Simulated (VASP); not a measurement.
# HC16 (a cell with a defect) in VASP: notebook

HC16 (a cell with a defect) is run at these levels: PBE; tasks: single point.

All numbers are computed with VASP 6.6.1; they aren't measurements. Logs are shortened: lines on timing, memory, paths and dates and some standing lists are left out, and cuts for length are marked.

## (1) The cell of the first run

The cell holds a defect, 17 atoms: a = 5.049 Å, b = 5.049 Å, c = 5.049 Å, α = 60.00°, β = 60.00°, γ = 60.00°.

## (2) Single point, PBE

The input, INCAR:

```
  ALGO = Normal
  EDIFF = 1E-6
  ENCUT = 520
  GGA = PE
  ISIF = 2
  ISMEAR = 0
  LASPH = True
  LCHARG = False
  LREAL = Auto
  LWAVE = False
  NBANDS = 46
  NELECT = 64.0
  NELM = 100
  PREC = Accurate
  SIGMA = 0.05
```

The input, KPOINTS:

```
k-points
0
Gamma
  3 3 3
```

The input, POSCAR:

```
HC16
1.0
    0.0000000000      3.5700000000      3.5700000000
    3.5700000000      0.0000000000      3.5700000000
    3.5700000000      3.5700000000      0.0000000000
C H
16 1
Direct
   -0.0103046218      0.0268724090     -0.0017219888
    0.1250757703      0.1339273109      0.1349651261
   -0.0005211485     -0.0005536415      0.5093245098
    0.1264379552      0.1233205882      0.6324645658
    0.0002345938      0.5035858543      0.0043491597
    0.1329338936      0.5913403361      0.1472218487
    0.0003054622      0.4949785714      0.5130037815
    0.1281292717      0.6247687675      0.6309539216
    0.5030694678     -0.0025280112      0.0089806723
    0.6263792717      0.1146092437      0.1411927171
    0.5020183473     -0.0065712885      0.5146301120
    0.6263194678      0.1221693277      0.6354326331
    0.5121012605      0.4842200280      0.0105505602
    0.6276109244      0.6207182073      0.1365652661
    0.5019481793      0.4961215686      0.5100955182
    0.6263452381      0.6187651261      0.6362049020
    0.2139295518      0.8090914566      0.0723987395
```

Potentials or basis: VASP PAW PBE potentials, release 64 (C, H).

Started as:

```bash
$ cat potpaw_PBE.64/C/POTCAR potpaw_PBE.64/H/POTCAR > POTCAR
$ mpirun -np 1 vasp_std > vasp.out
```

OUTCAR:

```text
EDIFF = 1E-6
   ENCUT = 520
   GGA = PE
   ISIF = 2
   ISMEAR = 0
   LASPH = True
   LREAL = Auto
   NELECT = 64.0
   NELM = 100
   PREC = Accurate

 ion  position               nearest neighbor table
   1  0.990  0.027  0.998-  17 1.18  10 1.51   4 1.51   2 1.57   6 1.80
   2  0.125  0.134  0.135-   5 1.52   3 1.54   9 1.56   1 1.57
   3  0.999  0.999  0.509-  12 1.54   4 1.54   2 1.54   8 1.54
   4  0.126  0.123  0.632-   1 1.51   7 1.53   3 1.54  11 1.55
   5  0.000  0.504  0.004-   6 1.51   2 1.52  14 1.54   8 1.54
   6  0.133  0.591  0.147-  17 1.18   5 1.51   7 1.51  13 1.57   1 1.80
   7  0.000  0.495  0.513-   6 1.51   4 1.53  16 1.54   8 1.55
   8  0.128  0.625  0.631-   5 1.54  15 1.54   3 1.54   7 1.55
   9  0.503  0.997  0.009-  10 1.54  12 1.54  14 1.55   2 1.56
  10  0.626  0.115  0.141-   1 1.51  13 1.52   9 1.54  11 1.54
  11  0.502  0.993  0.515-  10 1.54  12 1.54  16 1.54   4 1.55
  12  0.626  0.122  0.635-   3 1.54   9 1.54  11 1.54  15 1.54
  13  0.512  0.484  0.011-  10 1.52  16 1.54  14 1.56   6 1.57
  14  0.628  0.621  0.137-   5 1.54  15 1.54   9 1.55  13 1.56
  15  0.502  0.496  0.510-  16 1.54  14 1.54   8 1.54  12 1.54
  16  0.626  0.619  0.636-  15 1.54   7 1.54  13 1.54  11 1.54
  17  0.214  0.809  0.072-   1 1.18   6 1.18

  LATTYP: Found a face centered cubic cell.
 ALAT       =     7.1400000000

  Lattice vectors:

 A1 = (   0.0000000000,   3.5700000000,   3.5700000000)
 A2 = (   3.5700000000,   0.0000000000,   3.5700000000)
 A3 = (   3.5700000000,   3.5700000000,   0.0000000000)

Analysis of symmetry for initial positions (statically):
=====================================================================
 Subroutine PRICEL returns:
 Original cell was already a primitive cell.

 Routine SETGRP: Setting up the symmetry group for a
 face centered cubic supercell.

 Subroutine GETGRP returns: Found  1 space group operations
 (whereof  1 operations were pure point group operations)
 out of a pool of 48 trial point group operations.

The static configuration has the point symmetry C_1 .

Analysis of symmetry for dynamics (positions and initial velocities):
=====================================================================
 Subroutine PRICEL returns:
 Original cell was already a primitive cell.

 Routine SETGRP: Setting up the symmetry group for a
 face centered cubic supercell.

 Subroutine GETGRP returns: Found  1 space group operations
 (whereof  1 operations were pure point group operations)
 out of a pool of 48 trial point group operations.

The dynamic configuration has the point symmetry C_1 .

 Subroutine INISYM returns: Found  1 space group operations
 (whereof  1 operations are pure point group operations),
 and found     1 'primitive' translations

----------------------------------------------------------------------------------------

                                     Primitive cell

  volume of cell :      90.9986

  direct lattice vectors                    reciprocal lattice vectors
     0.000000000  3.570000000  3.570000000    -0.140056022  0.140056022  0.140056022
     3.570000000  0.000000000  3.570000000     0.140056022 -0.140056022  0.140056022
     3.570000000  3.570000000  0.000000000     0.140056022  0.140056022 -0.140056022

  length of vectors
     5.048742418  5.048742418  5.048742418     0.242584147  0.242584147  0.242584147

  position of ions in fractional coordinates (direct lattice)
     0.989695378  0.026872409  0.998278011
     0.125075770  0.133927311  0.134965126
     0.999478852  0.999446359  0.509324510
     0.126437955  0.123320588  0.632464566
     0.000234594  0.503585854  0.004349160
     0.132933894  0.591340336  0.147221849
[... 9 lines left out ...]
     0.626345238  0.618765126  0.636204902
     0.213929552  0.809091457  0.072398740

  ion indices of the primitive-cell ions
   primitive index   ion index
                 1           1
                 2           2
                 3           3
                 4           4
                 5           5
                 6           6
[... 9 lines left out ...]
                16          16
                17          17

----------------------------------------------------------------------------------------

 KPOINTS: k-points

Automatic generation of k-mesh.
 Grid dimensions read from file:
 generate k-points for:    3    3    3

 Generating k-lattice:

  Cartesian coordinates                     Fractional coordinates (reciprocal lattice)
    -0.046685341  0.046685341  0.046685341     0.333333333  0.000000000  0.000000000
     0.046685341 -0.046685341  0.046685341     0.000000000  0.333333333  0.000000000
     0.046685341  0.046685341 -0.046685341     0.000000000  0.000000000  0.333333333

  Length of vectors
     0.080861382  0.080861382  0.080861382

  Shift w.r.t. Gamma in fractional coordinates (k-lattice)
     0.000000000  0.000000000  0.000000000

 Subroutine IBZKPT returns following result:
 ===========================================

 Found     14 irreducible k-points:

 Following reciprocal coordinates:
            Coordinates               Weight
  0.000000  0.000000  0.000000      1.000000
  0.333333  0.000000  0.000000      2.000000
  0.000000  0.333333  0.000000      2.000000
  0.000000  0.000000  0.333333      2.000000
  0.333333  0.333333  0.333333      2.000000
  0.333333  0.333333  0.000000      2.000000
  0.000000  0.333333  0.333333      2.000000
  0.333333  0.000000  0.333333      2.000000
 -0.333333  0.333333  0.000000      2.000000
  0.000000 -0.333333  0.333333      2.000000
  0.333333  0.000000 -0.333333      2.000000
  0.333333  0.333333 -0.333333      2.000000
 -0.333333  0.333333 -0.333333      2.000000
  0.333333 -0.333333 -0.333333      2.000000
   k-points           NKPTS =     14   k-points in BZ     NKDIM =     14   number of bands    NBANDS=     46
   number of dos      NEDOS =    301   number of ions     NIONS =     17
   total plane-waves  NPLWV =  64000
   dimension x,y,z NGX =    40 NGY =   40 NGZ =   40
   dimension x,y,z NGXF=    80 NGYF=   80 NGZF=   80
   ions per type =              16   1
   NGX,Y,Z   is equivalent  to a cutoff of  13.17, 13.17, 13.17 a.u.
   NGXF,Y,Z  is equivalent  to a cutoff of  26.34, 26.34, 26.34 a.u.
 SYSTEM =  unknown system
   PREC   = accura    normal or accurate (medium, high low for compatibility)
   ISTART =      0    job   : 0-new  1-cont  2-samecut
   ICHARG =      2    charge: 1-file 2-atom 10-const
   ISPIN  =      1    spin polarized calculation?
   LNONCOLLINEAR =      F non collinear calculations
   LSORBIT =      F    spin-orbit coupling
   LASPH  =      T    aspherical Exc in radial PAW
   ENCUT  =  520.0 eV  38.22 Ry    6.18 a.u.   9.39  9.39  9.39*2*pi/ulx,y,z
   NELM   =    100;   NELMIN=  2; NELMDL= -5     # of ELM steps
   EDIFF  = 0.1E-05   stopping-criterion for ELM
   LREAL  =      T    real-space projection
   EDIFFG = 0.1E-04   stopping-criterion for IOM
   NSW    =      0    number of steps for IOM
   IBRION =     -1    ionic relax: 0-MD 1-quasi-New 2-CG
   NFREE  =      0    steps in history (QN), initial steepest desc. (CG)
   ISIF   =      2    stress and relaxation
   ISYM   =      2    0-nonsym 1-usesym 2-fastsym
   POTIM  = 0.5000    time-step for ionic-motion
   TEBEG  =    0.0;   TEEND  =   0.0 temperature during run
   PSTRESS=    0.0 pullay stress
   NELECT =      64.0000    total number of electrons
   NUPDOWN=      -1.0000    fix difference up-down
   EMIN   =  10.00;   EMAX   =-10.00  energy-range for DOS
   EFERMI =   0.00;   METHOD = LEGACY
   ISMEAR =     0;   SIGMA  =   0.05  broadening in eV -4-tet -1-fermi 0-gaus
   EFERMI_NEDOS =   21; number of points for ismear=-14 and -15
   IALGO  =     38    algorithm
   IMIX   =      4    mixing-type and parameters
     AMIX     =   0.40;   BMIX     =  1.00
     AMIX_MAG =   1.60;   BMIX_MAG =  1.00
  volume/ion in A,a.u.               =       5.35        36.12
  Fermi-wavevector in a.u.,A,eV,Ry     =   1.455872  2.751200 28.838420  2.119564
  Thomas-Fermi vector in A             =   2.572856
   LORBIT       =      0    0 simple, 1 ext, 2 COOP (PROOUT), +10 PAW based schemes
   GGA     = PE    functional components
   LHFCALC =     F    Hartree Fock is set to
   AEXX    =    0.0000 exact exchange contribution
   IVDW    =     0    specifies the selected vdW correction
   LEPSILON=     F    determine dielectric tensor
   LRPA    =     F    only Hartree local field effects (RPA)
 non-spin polarized calculation
 Gauss-broadening in eV      SIGMA  =   0.05
  energy-cutoff  :      520.00
  volume of cell :       91.00
 maximum number of plane-waves:      2453
 NGX is ok and might be reduce to    40
   NGX = 19   NGY = 19   NGZ = 19

 number of electron      64.0000000 magnetization

 Free energy of the ion-electron system (eV)
  ---------------------------------------------------
  ext. energy  EPLUGINS =         0.00000000
  ---------------------------------------------------
  free energy    TOTEN  =      -155.22752765 eV

  energy without entropy =     -155.22752765  energy(sigma->0) =     -155.22752765

 E-fermi :  10.1293     XC(G=0): -13.2420

 val. band max:        9.8898814481   @ k =   0.0000   0.0000   0.0000
 cond. band min:      12.4780569169   @ k =   0.0000   0.0000   0.0000
 fundamental gap:      2.5881754688
 Fermi energy:        10.1292513259

 k-point     1 :       0.0000    0.0000    0.0000
  band No.  band energies     occupation
      1     -11.9905      2.00000
      2      -6.9421      2.00000
      3      -6.0153      2.00000
      4      -5.9365      2.00000
      5      -5.8839      2.00000
      6      -4.7867      2.00000
[... 36 lines left out ...]
     43      17.6800      0.00000
     44      18.0448      0.00000

 k-point     2 :       0.3333    0.0000    0.0000
  band No.  band energies     occupation
      1     -11.2775      2.00000
      2      -8.9370      2.00000
      3      -6.6919      2.00000
      4      -6.1693      2.00000
      5      -5.9239      2.00000
      6      -5.2185      2.00000
[... 556 lines left out ...]
 k-point    14 :       0.3333   -0.3333   -0.3333
  band No.  band energies     occupation
      1     -10.3112      2.00000
      2      -9.1061      2.00000
      3      -8.9368      2.00000
      4      -6.9753      2.00000
      5      -6.7879      2.00000
      6      -4.5830      2.00000
[... 36 lines left out ...]
     43      19.3309      0.00000
     44      19.4536      0.00000
 [bands above 44 left out]

------------------------ aborting loop because EDIFF is reached ----------------------------------------

  FORCE on cell =-STRESS in cart. coord.  units (eV):
  Direction    XX          YY          ZZ          XY          YZ          ZX
  --------------------------------------------------------------------------------------
  -------------------------------------------------------------------------------------
  Total       -5.6104775     -5.8831813     -5.8602687     -2.5545882     -2.0897958      2.6051258
  in kB      -98.7815325   -103.5829248   -103.1795110    -44.9776582    -36.7942361     45.8674543
  external PRESSURE =    -101.8479894 kB  Pullay stress =       0.0000000 kB

 VOLUME and BASIS-vectors are now :
 -----------------------------------------------------------------------------
  energy-cutoff  :      520.00
  volume of cell :       91.00
      direct lattice vectors                 reciprocal lattice vectors
     0.000000000  3.570000000  3.570000000    -0.140056022  0.140056022  0.140056022
     3.570000000  0.000000000  3.570000000     0.140056022 -0.140056022  0.140056022
     3.570000000  3.570000000  0.000000000     0.140056022  0.140056022 -0.140056022

 POSITION                                       TOTAL-FORCE (eV/Angst)
 -----------------------------------------------------------------------------------
      3.65979      7.09707      3.62915         0.010567     -0.021890     -0.009445
      0.95995      0.92835      0.92464        -0.006676      0.013853      0.002038
      5.38631      5.38643      7.13616         0.003614     -0.000635     -0.004901
      2.69815      2.70928      0.89164        -0.015867      0.000577      0.003691
      1.81333      0.01636      1.79864        -0.003960     -0.005045     -0.006918
      2.63667      1.00016      2.58566        -0.010767     -0.007703     -0.020909
[... 9 lines left out ...]
      4.48024      4.50730      4.44504        -0.002337     -0.002850      0.004345
      3.14692      1.02219      3.65218        -0.000482      0.024201      0.021353
 -----------------------------------------------------------------------------------
    total drift:                                0.000985      0.016225     -0.002875

  FREE ENERGIE OF THE ION-ELECTRON SYSTEM (eV)
  ---------------------------------------------------
  free  energy   TOTEN  =      -155.2275276452 eV

  energy  without entropy=     -155.2275276452  energy(sigma->0) =     -155.22752765
```

Wall time 98 s (1 thread of Intel Xeon Platinum 8259CL at 2.50GHz (Skylake/Cascade Lake), shared host); peak memory 0.25 GiB.

Results:

- Free energy: -155.2275 eV
- Largest force: 0.032 eV/Å

Forces in eV/Å, atoms in the order of the input:
```
C    0.011 -0.022 -0.009
C   -0.007  0.014  0.002
C    0.004 -0.001 -0.005
C   -0.016  0.001  0.004
C   -0.004 -0.005 -0.007
C   -0.011 -0.008 -0.021
C    0.014  0.003 -0.005
C    0.005 -0.003  0.013
C   -0.002  0.002 -0.004
C    0.000 -0.005 -0.013
C   -0.002 -0.003  0.003
C   -0.001  0.001 -0.002
C    0.008  0.004  0.015
C    0.004 -0.003  0.006
C    0.000  0.004 -0.002
C   -0.002 -0.003  0.004
H    0.000  0.024  0.021
```

Levels at points of the mesh, in eV from the Fermi level:
```csv
k point,band 28,band 29,band 30,band 31,band 32,band 33,band 34,band 35,band 36,band 37
"(0.00, 0.00, 0.00)",-2.97,-2.85,-0.52,-0.39,-0.24,2.35,3.11,4.05,4.26,4.57
```

Caveat: the k points lie up to 0.51 Å⁻¹ apart; the cell carries a net charge on a neutralising background, which shifts energy and pressure; the cell is charged against a uniform background, so pressure and absolute levels hang on convention.

## (3) Single point, PBE

The input, INCAR:

```
SYSTEM = HC16
PREC = Accurate
ENCUT = 520
EDIFF = 1E-6
ISMEAR = 0
SIGMA = 0.05
LREAL = Auto
LASPH = .True.
NELM = 80
ALGO = Normal
ISIF = 2
LWAVE = .False.
LCHARG = .False.
GGA = PE
NELECT = 64.0
NBANDS = 46
```

The input, KPOINTS:

```
regular mesh
0
Gamma
  3 3 3
  0 0 0
```

The input, POSCAR:

```
HC16
1.0
    0.0000000000      3.5700000000      3.5700000000
    3.5700000000      0.0000000000      3.5700000000
    3.5700000000      3.5700000000      0.0000000000
C H
16 1
Direct
   -0.0075372549     -0.0133543417     -0.0108341737
    0.1347345938      0.1315354342      0.1383203081
    0.0030956583     -0.0065340336      0.5029642857
    0.1284743697      0.1203861345      0.6222866947
    0.0034065826      0.4944684874     -0.0047998599
    0.1276103641      0.6099969188      0.1255521008
    0.0021168067      0.4943983193      0.4997960784
    0.1310302521      0.6182260504      0.6214921569
    0.5161238095     -0.0045386555      0.0010633053
    0.6290025210      0.1212389356      0.1316563025
    0.5044788515     -0.0072698880      0.5048581232
    0.6292802521      0.1212715686      0.6264665266
    0.5055473389      0.4938042017     -0.0004442577
    0.6306592437      0.6176872549      0.1271962185
    0.5047705882      0.4944064426      0.5006260504
    0.6289715686      0.6188950980      0.6259225490
    0.2274107843      0.9224880952      0.0402015406
```

Potentials or basis: VASP PAW PBE potentials, release 64 (C, H).

Started as:

```bash
$ cat potpaw_PBE.64/C/POTCAR potpaw_PBE.64/H/POTCAR > POTCAR
$ mpirun -np 1 vasp_std > vasp.out
```

It took 100 s on 1 thread of Intel Xeon Platinum 8259CL at 2.50GHz (Skylake/Cascade Lake), shared host; peak memory 0.24 GiB.

Results (log left out):

```
Free energy   : -155.2250 eV
Largest force : 0.053 eV/Å
```

Forces in eV/Å, atoms in the order of the input:
```
C    0.022 -0.008 -0.005
C   -0.004 -0.010  0.007
C   -0.001 -0.003 -0.001
C   -0.006  0.007  0.011
C    0.002 -0.005  0.006
C   -0.003  0.010  0.007
C    0.012 -0.001  0.010
C    0.004  0.007 -0.004
C   -0.003 -0.011 -0.005
C   -0.007  0.002  0.004
C    0.005 -0.003  0.004
C   -0.001 -0.007 -0.004
C    0.008  0.001  0.004
C   -0.004  0.001 -0.001
C    0.004 -0.009  0.009
C   -0.007  0.000 -0.002
H   -0.019  0.030 -0.039
```

Levels at points of the mesh, in eV from the Fermi level:
| k point | band 30 | band 31 | band 32 | band 33 | band 34 | band 35 |
| --- | --- | --- | --- | --- | --- | --- |
| (0.00, 0.00, 0.00) | -0.53 | -0.41 | -0.25 | 2.31 | 3.10 | 4.03 |

Caveat: the k points lie up to 0.51 Å⁻¹ apart; the cell carries a net charge on a neutralising background, which shifts energy and pressure; the cell is charged against a uniform background, so pressure and absolute levels hang on convention.
